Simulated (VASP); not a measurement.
# Pt (Fm-3m) in VASP: settings compared, part 2 of 2

VASP 6.6.1. The steps go on from the part before.

**5. Single point, RPBE, non-collinear spin, zero start, spin-orbit coupling**

This run uses another cell than the first one, of 14.18 Å³/atom, 0.940 times its volume.

Contents of INCAR:

```
PREC = Accurate
ENCUT = 520
EDIFF = 1E-7
ISMEAR = -1
SIGMA = 0.02
LREAL = False
LASPH = True
NELM = 150
ALGO = Normal
ISIF = 2
LWAVE = False
LCHARG = False
MAGMOM = 0 0 0
LORBIT = 11
LSORBIT = True
GGA_COMPAT = False
LORBMOM = True
LMAXMIX = 4
GGA = RP
NBANDS = 21
```

Contents of KPOINTS:

```
Automatic mesh
0
Gamma
  9 9 9
```

Contents of POSCAR:

```
Pt
1.0
    0.0000000000      1.9208704006      1.9208704006
    1.9208704006      0.0000000000      1.9208704006
    1.9208704006      1.9208704006      0.0000000000
Pt
1
Direct
    0.0000000000      0.0000000000      0.0000000000
```

Potentials or basis: VASP PAW PBE potentials, release 64 (Pt).

Command:

```console
> cat potpaw_PBE.64/Pt/POTCAR > POTCAR
> mpirun -np 1 vasp_ncl > vasp.out
```

OUTCAR:

```text
PREC = Accurate
   ENCUT = 520
   EDIFF = 1E-7
   ISMEAR = -1
   LREAL = False
   LASPH = True
   NELM = 150
   ISIF = 2
   LORBIT = 11
   LSORBIT = True
   GGA = RP

 ion  position               nearest neighbor table
   1  0.000  0.000  0.000-

  LATTYP: Found a face centered cubic cell.
 ALAT       =     3.8417408012

  Lattice vectors:

 A1 = (   0.0000000000,   1.9208704006,   1.9208704006)
 A2 = (   1.9208704006,   0.0000000000,   1.9208704006)
 A3 = (   1.9208704006,   1.9208704006,   0.0000000000)

Analysis of symmetry for initial positions (statically):
=====================================================================
 Subroutine PRICEL returns:
 Original cell was already a primitive cell.

 Routine SETGRP: Setting up the symmetry group for a
 face centered cubic supercell.

 Subroutine GETGRP returns: Found 48 space group operations
 (whereof 48 operations were pure point group operations)
 out of a pool of 48 trial point group operations.

The static configuration has the point symmetry O_h .

Analysis of symmetry for dynamics (positions and initial velocities):
=====================================================================
 Subroutine PRICEL returns:
 Original cell was already a primitive cell.

 Routine SETGRP: Setting up the symmetry group for a
 face centered cubic supercell.

 Subroutine GETGRP returns: Found 48 space group operations
 (whereof 48 operations were pure point group operations)
 out of a pool of 48 trial point group operations.

The dynamic configuration has the point symmetry O_h .

Analysis of structural, dynamic, and magnetic symmetry:
=====================================================================
 Subroutine PRICEL returns:
 Original cell was already a primitive cell.

 Routine SETGRP: Setting up the symmetry group for a
 face centered cubic supercell.

 Subroutine GETGRP returns: Found 48 space group operations
 (whereof 48 operations were pure point group operations)
 out of a pool of 48 trial point group operations.

The overall configuration has the point symmetry O_h .

 Subroutine INISYM returns: Found 48 space group operations
 (whereof 48 operations are pure point group operations),
 and found     1 'primitive' translations

----------------------------------------------------------------------------------------

                                     Primitive cell

  volume of cell :      14.1750

  direct lattice vectors                    reciprocal lattice vectors
     0.000000000  1.920870401  1.920870401    -0.260298665  0.260298665  0.260298665
     1.920870401  0.000000000  1.920870401     0.260298665 -0.260298665  0.260298665
     1.920870401  1.920870401  0.000000000     0.260298665  0.260298665 -0.260298665

  length of vectors
     2.716520972  2.716520972  2.716520972     0.450850512  0.450850512  0.450850512

  position of ions in fractional coordinates (direct lattice)
     0.000000000  0.000000000  0.000000000

  ion indices of the primitive-cell ions
   primitive index   ion index
                 1           1

----------------------------------------------------------------------------------------

 KPOINTS: Automatic mesh

Automatic generation of k-mesh.
 Grid dimensions read from file:
 generate k-points for:    9    9    9

[... 88 lines left out ...]
   GGA     = RP    functional components
   LHFCALC =     F    Hartree Fock is set to
   AEXX    =    0.0000 exact exchange contribution
   IVDW    =     0    specifies the selected vdW correction
   LEPSILON=     F    determine dielectric tensor
   LRPA    =     F    only Hartree local field effects (RPA)
  energy-cutoff  :      520.00
  volume of cell :       14.18
 maximum number of plane-waves:       778
   NGX = 11   NGY = 11   NGZ = 11

 number of electron      10.0000000 magnetization       0.0000000      0.0000000      0.0000000

 number of electron       9.9999999 magnetization      -0.0000000     -0.0000000     -0.0000000

 number of electron       9.9999999 magnetization       0.0000000      0.0000000      0.0000000

 number of electron       9.9999999 magnetization       0.0000000     -0.0000000      0.0000000

 number of electron       9.9999999 magnetization      -0.0000000      0.0000000     -0.0000000

 Free energy of the ion-electron system (eV)
  ---------------------------------------------------
  ext. energy  EPLUGINS =         0.00000000
  ---------------------------------------------------
  free energy    TOTEN  =        -5.69880422 eV

  energy without entropy =       -5.69712600  energy(sigma->0) =       -5.69796511

 E-fermi :  12.5676     XC(G=0): -13.8189

 val. band max:       12.5549665113   @ k =   0.4444   0.1111   0.0000
 cond. band min:      12.6906742283   @ k =   0.4444   0.2222   0.0000
 fundamental gap:      0.1357077170
 Fermi energy:        12.5676269184

 k-point     1 :       0.0000    0.0000    0.0000
  band No.  band energies     occupation
      1       1.6772      1.00000
      2       1.6772      1.00000
      3       7.9531      1.00000
      4       7.9531      1.00000
      5       7.9531      1.00000
      6       7.9531      1.00000
[... 565 lines left out ...]
     20      33.2784      0.00000
     21      36.7447      0.00000

 [... further k-points ...]
[... 5 lines left out ...]
  --------------------------------------------------------------------------------------
  -------------------------------------------------------------------------------------
  Total        3.1613475      3.1613475      3.1613475     -0.0000000      0.0000000      0.0000000
  in kB      357.3210753    357.3210753    357.3210753     -0.0000000      0.0000000      0.0000000
  external PRESSURE =     357.3210753 kB  Pullay stress =       0.0000000 kB

 VOLUME and BASIS-vectors are now :
 -----------------------------------------------------------------------------
  energy-cutoff  :      520.00
  volume of cell :       14.18
      direct lattice vectors                 reciprocal lattice vectors
     0.000000000  1.920870401  1.920870401    -0.260298665  0.260298665  0.260298665
     1.920870401  0.000000000  1.920870401     0.260298665 -0.260298665  0.260298665
     1.920870401  1.920870401  0.000000000     0.260298665  0.260298665 -0.260298665

 POSITION                                       TOTAL-FORCE (eV/Angst)
 -----------------------------------------------------------------------------------
      0.00000      0.00000      0.00000        -0.000000     -0.000000     -0.000000
 -----------------------------------------------------------------------------------
    total drift:                                0.000000      0.000000      0.000000

  FREE ENERGIE OF THE ION-ELECTRON SYSTEM (eV)
  ---------------------------------------------------
  free  energy   TOTEN  =        -5.6988042175 eV

  energy  without entropy=       -5.6971260027  energy(sigma->0) =       -5.69796511

 orbital moment (x)

 # of ion     p       d       tot
 ----------------------------------------
  1        -0.000   0.000   0.000
 ----------------------------------------
           -0.000   0.000   0.000

 orbital moment (y)

 # of ion     p       d       tot
 ----------------------------------------
  1        -0.000   0.000   0.000
 ----------------------------------------
           -0.000   0.000   0.000

 orbital moment (z)

 # of ion     p       d       tot
 ----------------------------------------
  1         0.000  -0.000  -0.000
 ----------------------------------------
            0.000  -0.000  -0.000

 Spin-Orbit-Coupling matrix elements

 Ion:    1  E_soc:     -0.7524658
 l=   1
     0.0000000    -0.0360045    -0.0360045
    -0.0360045     0.0000000    -0.0360045
    -0.0360045    -0.0360045     0.0000000
 l=   2
     0.0000000    -0.0161365     0.0000000    -0.0161365    -0.0732700
    -0.0161365     0.0000000    -0.0549525    -0.0161365    -0.0183175
     0.0000000    -0.0549525     0.0000000    -0.0549525     0.0000000
    -0.0161365    -0.0161365    -0.0549525     0.0000000    -0.0183175
    -0.0732700    -0.0183175     0.0000000    -0.0183175     0.0000000
 l=   3
     0.0000000     0.0000000     0.0000000     0.0000000     0.0000000     0.0000000     0.0000000
     0.0000000     0.0000000     0.0000000     0.0000000     0.0000000     0.0000000     0.0000000
     0.0000000     0.0000000     0.0000000     0.0000000     0.0000000     0.0000000     0.0000000
     0.0000000     0.0000000     0.0000000     0.0000000     0.0000000     0.0000000     0.0000000
     0.0000000     0.0000000     0.0000000     0.0000000     0.0000000     0.0000000     0.0000000
     0.0000000     0.0000000     0.0000000     0.0000000     0.0000000     0.0000000     0.0000000
     0.0000000     0.0000000     0.0000000     0.0000000     0.0000000     0.0000000     0.0000000

 total charge

# of ion       s       p       d       tot
------------------------------------------
    1        0.678   0.713   8.094   9.485

 magnetization (x)

# of ion       s       p       d       tot
------------------------------------------
    1        0.000  -0.000   0.000   0.000

 magnetization (y)

# of ion       s       p       d       tot
------------------------------------------
    1        0.000  -0.000   0.000  -0.000

 magnetization (z)

# of ion       s       p       d       tot
------------------------------------------
    1        0.000   0.000  -0.000  -0.000
```

OSZICAR:

```text
N       E                     dE             d eps       ncg     rms          rms(c)
DAV:   1     0.564524422976E+02    0.56452E+02   -0.49188E+03  1478   0.904E+02
DAV:   2    -0.464443942334E+01   -0.61097E+02   -0.57321E+02  1710   0.227E+02
DAV:   3    -0.601309662147E+01   -0.13687E+01   -0.13571E+01  1701   0.325E+01
DAV:   4    -0.602062117298E+01   -0.75246E-02   -0.75238E-02  1715   0.264E+00
DAV:   5    -0.602069816995E+01   -0.76997E-04   -0.76994E-04  1748   0.270E-01    0.169E+01
DAV:   6    -0.574841638502E+01    0.27228E+00   -0.27173E-01  1665   0.630E+00    0.938E+00
DAV:   7    -0.570256892243E+01    0.45847E-01   -0.79736E-02  1690   0.346E+00    0.286E+00
DAV:   8    -0.569928508674E+01    0.32838E-02   -0.33818E-03  1688   0.554E-01    0.125E+00
DAV:   9    -0.569880710782E+01    0.47798E-03   -0.10229E-03  1728   0.337E-01    0.149E-01
DAV:  10    -0.569879906552E+01    0.80423E-05   -0.16810E-05  1729   0.443E-02    0.237E-02
DAV:  11    -0.569880389905E+01   -0.48335E-05   -0.12418E-06  1727   0.108E-02    0.697E-03
DAV:  12    -0.569880425028E+01   -0.35122E-06   -0.37427E-08  1484   0.170E-03    0.917E-04
DAV:  13    -0.569880421745E+01    0.32826E-07   -0.41011E-09   975   0.574E-04
   1 F= -.56988042E+01 E0= -.56979651E+01  d E =-.167821E-02  mag=     0.0000    -0.0000     0.0000
```

It took 16 s on 1 thread of Intel Xeon Platinum 8488C (Sapphire Rapids), shared host; peak memory 0.16 GiB.

What came out:

| Quantity | Value |
| --- | --- |
| Free energy | -5.6988 eV |
| Pressure | 35.7 GPa |
| Net moment | 0.00 μB per cell |
| Valence electrons inside the program's atomic spheres | Pt 9.48 |

Moments on the atoms (μB; x, y, z):
```
Pt  0.00 0.00 0.00
```

Caveat: the PAW data sets were made with another functional, which shifts forces and pressure a little.

**6. Single point, RPBE, non-collinear spin, zero start, spin-orbit coupling**

This run uses another cell than the first one, of 14.48 Å³/atom, 0.960 times its volume.

Contents of INCAR:

```
PREC = Accurate
ENCUT = 520
EDIFF = 1E-6
ISMEAR = -1
SIGMA = 0.02
LREAL = F
LASPH = T
NELM = 150
ALGO = Normal
ISIF = 2
LWAVE = F
LCHARG = F
MAGMOM = 0 0 0
LORBIT = 11
LSORBIT = T
GGA_COMPAT = F
LORBMOM = T
LMAXMIX = 4
GGA = RP
NBANDS = 21
```

Contents of KPOINTS:

```
regular mesh
0
Gamma
  9 9 9
```

Contents of POSCAR:

```
Pt
1.0
    0.0000000000      1.9343981026      1.9343981026
    1.9343981026      0.0000000000      1.9343981026
    1.9343981026      1.9343981026      0.0000000000
Pt
1
Direct
    0.0000000000      0.0000000000      0.0000000000
```

Potentials or basis: VASP PAW PBE potentials, release 64 (Pt).

Command:

```console
> cat potpaw_PBE.64/Pt/POTCAR > POTCAR
> mpirun -np 1 vasp_ncl > vasp.out
```

OUTCAR:

```text
PREC = Accurate
   ENCUT = 520
   EDIFF = 1E-6
   ISMEAR = -1
   LREAL = F
   LASPH = T
   NELM = 150
   ISIF = 2
   LORBIT = 11
   LSORBIT = T
   GGA = RP

 ion  position               nearest neighbor table
   1  0.000  0.000  0.000-

  LATTYP: Found a face centered cubic cell.
 ALAT       =     3.8687962052

  Lattice vectors:

 A1 = (   0.0000000000,   1.9343981026,   1.9343981026)
 A2 = (   1.9343981026,   0.0000000000,   1.9343981026)
 A3 = (   1.9343981026,   1.9343981026,   0.0000000000)

Analysis of symmetry for initial positions (statically):
=====================================================================
 Subroutine PRICEL returns:
 Original cell was already a primitive cell.

 Routine SETGRP: Setting up the symmetry group for a
 face centered cubic supercell.

 Subroutine GETGRP returns: Found 48 space group operations
 (whereof 48 operations were pure point group operations)
 out of a pool of 48 trial point group operations.

The static configuration has the point symmetry O_h .

Analysis of symmetry for dynamics (positions and initial velocities):
=====================================================================
 Subroutine PRICEL returns:
 Original cell was already a primitive cell.

 Routine SETGRP: Setting up the symmetry group for a
 face centered cubic supercell.

 Subroutine GETGRP returns: Found 48 space group operations
[... 778 lines left out ...]

  energy  without entropy=       -5.7567031378  energy(sigma->0) =       -5.75757757

 orbital moment (x)

 # of ion     p       d       tot
 ----------------------------------------
  1        -0.000   0.000   0.000
 ----------------------------------------
           -0.000   0.000   0.000

 orbital moment (y)

 # of ion     p       d       tot
 ----------------------------------------
  1         0.000   0.000   0.000
 ----------------------------------------
            0.000   0.000   0.000

 orbital moment (z)

 # of ion     p       d       tot
 ----------------------------------------
  1         0.000   0.000   0.000
 ----------------------------------------
            0.000   0.000   0.000

 Spin-Orbit-Coupling matrix elements

 Ion:    1  E_soc:     -0.7531900
 l=   1
     0.0000000    -0.0349539    -0.0349539
    -0.0349539     0.0000000    -0.0349539
    -0.0349539    -0.0349539     0.0000000
 l=   2
     0.0000000    -0.0163962     0.0000000    -0.0163962    -0.0741816
    -0.0163962     0.0000000    -0.0556362    -0.0163962    -0.0185454
     0.0000000    -0.0556362     0.0000000    -0.0556362     0.0000000
    -0.0163962    -0.0163962    -0.0556362     0.0000000    -0.0185454
    -0.0741816    -0.0185454     0.0000000    -0.0185454     0.0000000
 l=   3
     0.0000000     0.0000000     0.0000000     0.0000000     0.0000000     0.0000000     0.0000000
     0.0000000     0.0000000     0.0000000     0.0000000     0.0000000     0.0000000     0.0000000
     0.0000000     0.0000000     0.0000000     0.0000000     0.0000000     0.0000000     0.0000000
     0.0000000     0.0000000     0.0000000     0.0000000     0.0000000     0.0000000     0.0000000
     0.0000000     0.0000000     0.0000000     0.0000000     0.0000000     0.0000000     0.0000000
     0.0000000     0.0000000     0.0000000     0.0000000     0.0000000     0.0000000     0.0000000
     0.0000000     0.0000000     0.0000000     0.0000000     0.0000000     0.0000000     0.0000000

 total charge

# of ion       s       p       d       tot
------------------------------------------
    1        0.665   0.684   8.071   9.421

 magnetization (x)

# of ion       s       p       d       tot
------------------------------------------
    1        0.000   0.000   0.000   0.000

 magnetization (y)

# of ion       s       p       d       tot
------------------------------------------
    1       -0.000   0.000  -0.000  -0.000

 magnetization (z)

# of ion       s       p       d       tot
------------------------------------------
    1       -0.000   0.000   0.000   0.000
```

stdout:

```text
POSCAR found type information on POSCAR Pt
 POSCAR found :  1 types and       1 ions
 scaLAPACK will be used
 -----------------------------------------------------------------------------
|                                                                             |
|                                                                             |
|     You enforced a specific xc type in the INCAR file but a different       |
|     I HOPE YOU KNOW WHAT YOU ARE DOING!                                     |
|                                                                             |
 -----------------------------------------------------------------------------

 LDA part: xc-table for (Slater+PW92), standard interpolation
 POSCAR, INCAR and KPOINTS ok, starting setup
 FFT: planning ... GRIDC
 FFT: planning ... GRID_SOFT
 FFT: planning ... GRID
 WAVECAR not read
 entering main loop
```

Run time: 16 s. Hardware: 1 thread of Intel Xeon Platinum 8488C (Sapphire Rapids), shared host; peak memory 0.16 GiB.

Results:

```
Free energy                                           : -5.7585 eV
Pressure                                              : 27.5 GPa
Net moment                                            : 0.00 μB per cell
Valence electrons inside the program's atomic spheres : Pt 9.42
```

Moments on the atoms (μB; x, y, z):
```
Pt  0.00 0.00 0.00
```

Caveat: the PAW data sets were made with another functional, which shifts forces and pressure a little.

**7. Overview**

| task | level | spin | cell | k mesh | cutoff (eV) | smearing | gap on the mesh (eV) | pressure (GPa) | moment (μB) |
| --- | --- | --- | --- | --- | --- | --- | --- | --- | --- |
| relaxation of cell and atoms | PBEsol | off | relaxed to 20 GPa from a = 2.773 Å, angles 60.0°, 1 atom | 12 × 12 × 12 | 600 | fermi-dirac 0.05 eV | none | 20.0 | - |
| relaxation of cell and atoms | PBEsol | off | relaxed to 30 GPa from a = 2.773 Å, angles 60.0°, 1 atom | 12 × 12 × 12 | 600 | fermi-dirac 0.05 eV | none | 30.0 | - |
| single point | PBE | off | a = 2.773 Å, angles 60.0°, 1 atom | 12 × 12 × 12 | 520 | fermi-dirac 0.05 eV | none | 9.7 | - |
| single point | RPBE | non-collinear, zero start, SOC | a = 2.717 Å, angles 60.0°, 1 atom | 9 × 9 × 9 | 520 | fermi-dirac 0.02 eV | - | 35.7 | 0.00 |
| single point | RPBE | non-collinear, zero start, SOC | a = 2.736 Å, angles 60.0°, 1 atom | 9 × 9 × 9 | 520 | fermi-dirac 0.02 eV | - | 27.5 | 0.00 |

Alike in all rows: potentials or basis VASP PAW PBE potentials, release 64 (Pt).

Caveats: the PAW data sets were made with another functional, which shifts forces and pressure a little (some runs); spin-orbit coupling is left out, which moves the levels of the heavy elements (some runs); the cell is relaxed towards a set pressure, so the enthalpy falls and the energy may rise (some runs).

Absolute energies hang on the potentials; compare differences alone.
